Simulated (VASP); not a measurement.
A run of VASP 6.6.1:

INCAR

```
SYSTEM = TiPd
  ALGO = Normal
  EDIFF = 1E-6
  ENCUT = 500
  GGA = CA
  GGA_COMPAT = .FALSE.
  ISIF = 2
  ISMEAR = 0
  LASPH = .TRUE.
  LCHARG = .TRUE.
  LELF = .TRUE.
  LREAL = .FALSE.
  LVHAR = .TRUE.
  LWAVE = .FALSE.
  NBANDS = 18
  NELM = 120
  PREC = Accurate
  SIGMA = 0.1
```

KPOINTS

```
k-points
0
G
  14 14 14
  0 0 0
```

POSCAR

```
TiPd
1.0
    3.1013405632      0.0000000000      0.0000000000
    0.0000000000      3.1013405632      0.0000000000
    0.0000000000      0.0000000000      3.1013405632
Ti Pd
1 1
Direct
    0.5000000000      0.5000000000      0.5000000000
    0.0000000000      0.0000000000      0.0000000000
```

Potentials or basis: VASP PAW LDA potentials, release 64 (Ti_sv, Pd).

The run is started by

```bash
$ cat potpaw_LDA.64/Ti_sv/POTCAR potpaw_LDA.64/Pd/POTCAR > POTCAR
$ mpirun -np 1 vasp_std > vasp.out
```

Hardware: 1 thread of Intel(R) Xeon(R) Platinum 8375C CPU @ 2.90GHz (Ice Lake), with other jobs on the host.

Estimate the wall time of this run.

It took 25 s on 1 thread of Intel(R) Xeon(R) Platinum 8375C CPU @ 2.90GHz (Ice Lake) (shared host), peak memory 0.18 GiB. Counts: scf iterations 14, k points 120.
